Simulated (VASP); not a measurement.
# Li2Se (Fm-3m) in VASP: notebook, part 2 of 2

VASP 6.6.1. Earlier steps stand in the parts before.

## Step 5: Single point, r2SCAN (volume changed by +3%)

Input file POSCAR:

```
Li2Se
1.0
    0.0000000000      3.0231618097      3.0231618097
    3.0231618097      0.0000000000      3.0231618097
    3.0231618097      3.0231618097      0.0000000000
Se Li
1 2
Direct
    0.0000000000      0.0000000000      0.0000000000
    0.2500000000      0.2500000000      0.2500000000
    0.7500000000      0.7500000000      0.7500000000
```

Input file INCAR.step1:

```
SYSTEM = Li2Se
ALGO     = Normal         ! electronic algorithm
EDIFF    = 1E-5           ! SCF threshold, eV
ENCUT    = 830            ! plane-wave cutoff, eV
GGA      = PE             ! functional
GGA_COMPAT= .False.      
ISMEAR   = 0              ! smearing method
LASPH    = .True.         ! aspherical terms in the spheres
LCHARG   = .False.        ! write CHGCAR
LREAL    = .False.        ! projectors in reciprocal space
LWAVE    = .True.         ! write WAVECAR
NBANDS   = 13             ! bands
NELM     = 120            ! most SCF steps
PREC     = Accurate       ! precision mode
SIGMA    = 0.01           ! smearing width, eV
```

Input file INCAR.step2:

```
SYSTEM = Li2Se
ALGO     = Normal         ! electronic algorithm
EDIFF    = 1E-6           ! SCF threshold, eV
ENCUT    = 830            ! plane-wave cutoff, eV
GGA_COMPAT= .False.      
ISIF     = 2              ! what is computed and relaxed
ISMEAR   = 0              ! smearing method
ISTART   = 1            
LASPH    = .True.         ! aspherical terms in the spheres
LCHARG   = .True.         ! write CHGCAR
LELF     = .True.         ! ELF
LMIXTAU  = .True.       
LREAL    = .False.        ! projectors in reciprocal space
LVHAR    = .True.       
LWAVE    = .False.        ! write WAVECAR
METAGGA  = R2SCAN         ! meta-GGA
NBANDS   = 13             ! bands
NELM     = 120            ! most SCF steps
PREC     = Accurate       ! precision mode
SIGMA    = 0.01           ! smearing width, eV
```

Input file KPOINTS:

```
k-points
0
Gamma
  6 6 6
  0 0 0
```

Command:

```
$ cat potpaw_PBE.64/Se/POTCAR potpaw_PBE.64/Li_sv/POTCAR > POTCAR
$ cp INCAR.step1 INCAR
$ mpirun -np 1 vasp_std > vasp.out
$ cp INCAR.step2 INCAR
$ mpirun -np 1 vasp_std > vasp.out
```

Wall time 73 s (1 thread of Intel Xeon Platinum 8559C (Emerald Rapids), shared host); peak memory 0.26 GiB.

It converged, with:

```
Free energy            : -23.4322 eV
Pressure               : -1.2 GPa
Band gap on the k mesh : 3.48 eV, indirect (least direct gap 4.04 eV)
```

Levels at points of the mesh, in eV from the valence-band top:
| k point | band 2 | band 3 | band 4 | band 5 | band 6 | band 7 | band 8 | band 9 | band 10 | band 11 |
| --- | --- | --- | --- | --- | --- | --- | --- | --- | --- | --- |
| (0.00, 0.00, 0.00) | -46.17 | -11.71 | 0.00 | 0.00 | 0.00 | 4.04 | 6.29 | 6.29 | 6.29 | 11.12 |
| (0.50, 0.00, 0.00) | -46.18 | -11.35 | -2.82 | -0.51 | -0.51 | 5.85 | 6.58 | 6.58 | 8.51 | 12.47 |
| (0.50, 0.50, 0.00) | -46.18 | -11.24 | -2.20 | -1.39 | -1.39 | 3.48 | 6.92 | 11.17 | 11.17 | 12.34 |

Caveat: the cell differs from its parent crystal (volume changed by +3%); the PAW data sets were made with another functional, which shifts forces and pressure a little. A k mesh can miss the band edges.

## Step 6: Single point, r2SCAN (volume changed by +6%)

Input file POSCAR:

```
Li2Se
1.0
    0.0000000000      3.0522324566      3.0522324566
    3.0522324566      0.0000000000      3.0522324566
    3.0522324566      3.0522324566      0.0000000000
Se Li
1 2
Direct
    0.0000000000      0.0000000000      0.0000000000
    0.2500000000      0.2500000000      0.2500000000
    0.7500000000      0.7500000000      0.7500000000
```

Input file INCAR.step1:

```
ALGO = Normal ; EDIFF = 1E-5
ENCUT = 830 ; GGA = PE
GGA_COMPAT = F ; ISMEAR = 0
LASPH = T ; LCHARG = F
LREAL = F ; LWAVE = T
NBANDS = 13 ; NELM = 120
PREC = Accurate ; SIGMA = 0.01
```

Input file INCAR.step2:

```
ALGO = Normal ; EDIFF = 1E-6
ENCUT = 830 ; GGA_COMPAT = F
ISIF = 2 ; ISMEAR = 0
ISTART = 1 ; LASPH = T
LCHARG = F ; LMIXTAU = T
LREAL = F ; LWAVE = F
METAGGA = R2SCAN ; NBANDS = 13
NELM = 120 ; PREC = Accurate
SIGMA = 0.01
```

Input file KPOINTS:

```
k-points
0
Gamma
  6 6 6
```

Potentials or basis: VASP PAW PBE potentials, release 64 (Se, Li_sv).

Command:

```
$ cat potpaw_PBE.64/Se/POTCAR potpaw_PBE.64/Li_sv/POTCAR > POTCAR
$ cp INCAR.step1 INCAR
$ mpirun -np 1 vasp_std > vasp.out
$ cp INCAR.step2 INCAR
$ mpirun -np 1 vasp_std > vasp.out
```

Wall time 1.8 min (1 thread of Intel Xeon Platinum 8559C (Emerald Rapids), shared host); peak memory 0.28 GiB.

Results (log left out):

| Quantity | Value |
| --- | --- |
| Free energy | -23.4155 eV |
| Pressure | -2.0 GPa |
| Band gap on the k mesh | 3.49 eV, indirect (least direct gap 3.91 eV) |

Levels at points of the mesh, in eV from the valence-band top:
| k point | band 4 | band 5 | band 6 | band 7 | band 8 | band 9 |
| --- | --- | --- | --- | --- | --- | --- |
| (0.00, 0.00, 0.00) | 0.00 | 0.00 | 0.00 | 3.91 | 6.27 | 6.27 |
| (0.50, 0.00, 0.00) | -2.73 | -0.49 | -0.49 | 5.73 | 6.56 | 6.56 |
| (0.50, 0.50, 0.00) | -2.14 | -1.34 | -1.34 | 3.49 | 6.84 | 10.96 |

Caveat: the cell differs from its parent crystal (volume changed by +6%); the PAW data sets were made with another functional, which shifts forces and pressure a little. A k mesh can miss the band edges.

## Step 7: Single point, r2SCAN

This run uses another cell than the first one, of 17.88 Å³/atom, 1.064 times its volume.

Input file POSCAR:

```
Li2Se
1.0
    0.0000000000      2.9935210596      2.9935210596
    2.9935210596      0.0000000000      2.9935210596
    2.9935210596      2.9935210596      0.0000000000
Se Li
1 2
Direct
    0.0000000000      0.0000000000      0.0000000000
    0.2500000000      0.2500000000      0.2500000000
    0.7500000000      0.7500000000      0.7500000000
```

Input file INCAR.step1:

```
PREC = Accurate
ENCUT = 830
ISMEAR = 0
SIGMA = 0.01
LREAL = False
LASPH = True
NELM = 120
NBANDS = 13
GGA = PE
ALGO = Normal
EDIFF = 1E-5
LWAVE = True
LCHARG = False
GGA_COMPAT = False
```

Input file INCAR.step2:

```
PREC = Accurate
ENCUT = 830
EDIFF = 1E-6
ISMEAR = 0
SIGMA = 0.01
LREAL = False
LASPH = True
NELM = 120
ALGO = Normal
ISIF = 2
LWAVE = False
LCHARG = True
METAGGA = R2SCAN
LMIXTAU = True
LELF = True
LVHAR = True
NBANDS = 13
ISTART = 1
GGA_COMPAT = False
```

Input file KPOINTS:

```
Automatic mesh
0
Gamma
  8 8 8
```

Potentials or basis: VASP PAW PBE potentials, release 64 (Se, Li_sv).

Command:

```
$ cat potpaw_PBE.64/Se/POTCAR potpaw_PBE.64/Li_sv/POTCAR > POTCAR
$ cp INCAR.step1 INCAR
$ mpirun -np 1 vasp_std > vasp.out
$ cp INCAR.step2 INCAR
$ mpirun -np 1 vasp_std > vasp.out
```

OUTCAR:

```text
PREC = Accurate
   ENCUT = 830
   EDIFF = 1E-6
   ISMEAR = 0
   LREAL = False
   LASPH = True
   NELM = 120
   ISIF = 2
   METAGGA = R2SCAN
   ISTART = 1

 ion  position               nearest neighbor table
   1  0.000  0.000  0.000-   2 2.59   3 2.59   3 2.59   3 2.59   3 2.59   2 2.59   2 2.59   2 2.59

   2  0.250  0.250  0.250-   1 2.59   1 2.59   1 2.59   1 2.59
   3  0.750  0.750  0.750-   1 2.59   1 2.59   1 2.59   1 2.59

  LATTYP: Found a face centered cubic cell.
 ALAT       =     5.9870421192

  Lattice vectors:

 A1 = (   0.0000000000,   2.9935210596,   2.9935210596)
 A2 = (   2.9935210596,   0.0000000000,   2.9935210596)
 A3 = (   2.9935210596,   2.9935210596,   0.0000000000)

Analysis of symmetry for initial positions (statically):
=====================================================================
 Subroutine PRICEL returns:
 Original cell was already a primitive cell.

 Routine SETGRP: Setting up the symmetry group for a
 face centered cubic supercell.

 Subroutine GETGRP returns: Found 48 space group operations
 (whereof 48 operations were pure point group operations)
 out of a pool of 48 trial point group operations.

The static configuration has the point symmetry O_h .

Analysis of symmetry for dynamics (positions and initial velocities):
=====================================================================
 Subroutine PRICEL returns:
 Original cell was already a primitive cell.

 Routine SETGRP: Setting up the symmetry group for a
 face centered cubic supercell.

 Subroutine GETGRP returns: Found 48 space group operations
 (whereof 48 operations were pure point group operations)
 out of a pool of 48 trial point group operations.

The dynamic configuration has the point symmetry O_h .

 Subroutine INISYM returns: Found 48 space group operations
 (whereof 48 operations are pure point group operations),
 and found     1 'primitive' translations

[... 118 lines left out ...]
  Fermi-wavevector in a.u.,A,eV,Ry     =   0.993748  1.877911 13.436230  0.987535
  Thomas-Fermi vector in A             =   2.125651
   LORBIT       =      0    0 simple, 1 ext, 2 COOP (PROOUT), +10 PAW based schemes
   METAGGA = R2SCAN    functional components
   LHFCALC =     F    Hartree Fock is set to
   AEXX    =    0.0000 exact exchange contribution
   IVDW    =     0    specifies the selected vdW correction
   LEPSILON=     F    determine dielectric tensor
   LRPA    =     F    only Hartree local field effects (RPA)
 non-spin polarized calculation
 Gauss-broadening in eV      SIGMA  =   0.01
  energy-cutoff  :      830.00
  volume of cell :       53.65
 maximum number of plane-waves:      2936
   NGX = 19   NGY = 19   NGZ = 19

 number of electron      12.0000003 magnetization

 Free energy of the ion-electron system (eV)
  ---------------------------------------------------
  ext. energy  EPLUGINS =         0.00000000
  ---------------------------------------------------
  free energy    TOTEN  =       -23.43931402 eV

  energy without entropy =      -23.43931402  energy(sigma->0) =      -23.43931402

 E-fermi :   0.9035     XC(G=0):  -8.6546

 val. band max:        0.7529799497   @ k =   0.0000   0.0000   0.0000
 cond. band min:       4.2103470075   @ k =   0.5000   0.5000   0.0000
 fundamental gap:      3.4573670577
 Fermi energy:         0.9034571900

 k-point     1 :       0.0000    0.0000    0.0000
  band No.  band energies     occupation
      1     -45.3897      2.00000
      2     -45.3660      2.00000
      3     -11.0402      2.00000
      4       0.7530      2.00000
      5       0.7530      2.00000
      6       0.7530      2.00000
      7       4.9290      0.00000
      8       7.0639      0.00000
      9       7.0639      0.00000
     10       7.0639      0.00000
     11      11.9593      0.00000
     12      11.9593      0.00000
     13      12.6848      0.00000
[... 354 lines left out ...]
  band No.  band energies     occupation
      1     -45.3773      2.00000
      2     -45.3773      2.00000
      3     -10.5959      2.00000
      4      -1.8686      2.00000
      5      -0.5466      2.00000
      6      -0.1778      2.00000
      7       6.7100      0.00000
      8       7.3200      0.00000
      9       9.1814      0.00000
     10       9.9286      0.00000
     11      11.0608      0.00000
     12      12.4794      0.00000
     13      14.3220      0.00000

 [... further k-points ...]
[... 5 lines left out ...]
  --------------------------------------------------------------------------------------
  -------------------------------------------------------------------------------------
  Total       -0.0529238     -0.0529238     -0.0529238     -0.0000000     -0.0000000     -0.0000000
  in kB       -1.5804633     -1.5804633     -1.5804633     -0.0000000     -0.0000000     -0.0000000
  external PRESSURE =      -1.5804633 kB  Pullay stress =       0.0000000 kB

 VOLUME and BASIS-vectors are now :
 -----------------------------------------------------------------------------
  energy-cutoff  :      830.00
  volume of cell :       53.65
      direct lattice vectors                 reciprocal lattice vectors
     0.000000000  2.993521060  2.993521060    -0.167027387  0.167027387  0.167027387
     2.993521060  0.000000000  2.993521060     0.167027387 -0.167027387  0.167027387
     2.993521060  2.993521060  0.000000000     0.167027387  0.167027387 -0.167027387

 POSITION                                       TOTAL-FORCE (eV/Angst)
 -----------------------------------------------------------------------------------
      0.00000      0.00000      0.00000        -0.000000     -0.000000     -0.000000
      1.49676      1.49676      1.49676        -0.000000     -0.000000     -0.000000
      4.49028      4.49028      4.49028         0.000000      0.000000      0.000000
 -----------------------------------------------------------------------------------
    total drift:                                0.000000     -0.000000      0.000000

  FREE ENERGIE OF THE ION-ELECTRON SYSTEM (eV)
  ---------------------------------------------------
  free  energy   TOTEN  =       -23.4393140247 eV

  energy  without entropy=      -23.4393140247  energy(sigma->0) =      -23.43931402
```

OUTCAR.step1:

```text
PREC = Accurate
   ENCUT = 830
   ISMEAR = 0
   LREAL = False
   LASPH = True
[... 609 lines left out ...]
      0.00000      0.00000      0.00000        -0.000000     -0.000000     -0.000000
      1.49676      1.49676      1.49676        -0.000000     -0.000000     -0.000000
      4.49028      4.49028      4.49028         0.000000      0.000000      0.000000
 -----------------------------------------------------------------------------------
    total drift:                                0.000000     -0.000000      0.000000

  FREE ENERGIE OF THE ION-ELECTRON SYSTEM (eV)
  ---------------------------------------------------
  free  energy   TOTEN  =       -11.1302901903 eV

  energy  without entropy=      -11.1302901903  energy(sigma->0) =      -11.13029019
```

It took 2 min on 1 thread of Intel Xeon Platinum 8559C (Emerald Rapids), shared host; peak memory 0.27 GiB.

What came out:

```
Free energy            : -23.4393 eV
Pressure               : -0.2 GPa
Band gap on the k mesh : 3.46 eV, indirect (least direct gap 4.18 eV)
```

Caveat: the PAW data sets were made with another functional, which shifts forces and pressure a little. r2SCAN opens gaps a little over a GGA but as a rule still falls short of measured ones.

## Step 8: The runs side by side

```tsv
cell	k mesh	gap on the mesh (eV)	pressure (GPa)
a = 4.147 Å, angles 60.0°, 3 atoms	6 × 6 × 6	3.41	2.3
a = 4.191 Å, angles 60.0°, 3 atoms	6 × 6 × 6	3.43	1.0
a = 4.233 Å, angles 60.0°, 3 atoms	6 × 6 × 6	3.46	-0.2
a = 4.275 Å, angles 60.0°, 3 atoms	6 × 6 × 6	3.48	-1.2
a = 4.317 Å, angles 60.0°, 3 atoms	6 × 6 × 6	3.49	-2.0
a = 4.233 Å, angles 60.0°, 3 atoms	8 × 8 × 8	3.46	-0.2
```

Alike in all rows: task single point; level r2SCAN; potentials or basis VASP PAW PBE potentials, release 64 (Se, Li_sv); no spin polarisation; cutoff (eV) 830; smearing gaussian 0.01 eV.

Caveats: the PAW data sets were made with another functional, which shifts forces and pressure a little.

Absolute energies hang on the potentials; compare differences alone.
